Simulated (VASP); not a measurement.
Write the native input for VASP 6.6.1 that does the following.

- Task: single point
- Functional: PBE
- Potentials or basis: VASP PAW PBE potentials, release 64 (Cs_sv, P)
- Cutoff: 520 eV
- k mesh: 10 × 10 × 6
- Occupations: gaussian, width 0.1 eV
- Spin: no spin polarisation
- Dipole correction: no
- Further INCAR settings: ALGO = Normal; EDIFF = 1e-07; NBANDS = 22

The structure of CsP4 lies in POSCAR:

```
CsP4
1.0
    3.7923800946      0.0000000000      0.0000000000
    0.0000000000      3.7923800946      0.0000000000
    0.0000000000      0.0000000000      7.9085067048
Cs P
1 4
Direct
    0.0000000000      0.0000000000      0.0000000000
    0.5000000000      0.0000000000      0.3627866056
    0.0000000000      0.5000000000      0.6372133944
    0.5000000000      0.0000000000      0.6372133944
    0.0000000000      0.5000000000      0.3627866056
```

One way to write it, as run:

INCAR

```
ALGO = Normal
EDIFF = 1E-7
ENCUT = 520
GGA = PE
ISIF = 2
ISMEAR = 0
LASPH = T
LCHARG = F
LREAL = F
LWAVE = F
NBANDS = 22
NELM = 80
PREC = Accurate
SIGMA = 0.1
```

KPOINTS

```
k-points
0
Gamma
  10 10 6
```

Potentials or basis: VASP PAW PBE potentials, release 64 (Cs_sv, P).

Command:

```bash
$ cat potpaw_PBE.64/Cs_sv/POTCAR potpaw_PBE.64/P/POTCAR > POTCAR
$ mpirun -np 1 vasp_std > vasp.out
```

It gave:

The pressure is 0.0 GPa. The largest force is 0.067 eV/Å.

It took 4.2 min on 1 thread of Intel Xeon 8259CL, with other jobs on the host, peak memory 0.31 GiB.
